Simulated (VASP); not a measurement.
Runs of VASP 6.6.1 on ZrSnTe4. The structure is that of space group P4/mmm (No. 123), or close to it. The cells are those of the table. The cell was generated, and may not be a known phase.

```tsv
task	cell	k mesh	cutoff (eV)	gap on the mesh (eV)	pressure (GPa)
relaxation of cell and atoms	relaxed from a = 5.285, b = 5.285, c = 6.277 Å, 6 atoms	4 × 4 × 4	600	none	0.0
single point	a = 5.996, b = 5.996, c = 5.706 Å, 6 atoms	6 × 6 × 8	520	none	0.0
single point	a = 5.285, b = 5.285, c = 6.277 Å, 6 atoms	4 × 4 × 4	520	none	14.5
single point	a = 5.982, b = 5.982, c = 5.683 Å, 6 atoms	4 × 4 × 4	520	none	(a)
```

Alike in all rows: level PBE; potentials or basis VASP PAW PBE potentials, release 64 (Zr_sv, Sn_d, Te); no spin polarisation; smearing gaussian 0.1 eV.

Problem. Fill in the values left out.

Solution. (a) 0.2.

Caveats: spin-orbit coupling is left out, which moves the levels of the heavy elements; the stress differs along the axes, from -3 to 23 GPa (at least some runs).

A k mesh can miss the band edges, and the runs leave out spin-orbit coupling on Sn, Te, Zr.

A gap of «none» marks levels without a gap at the run's occupations.
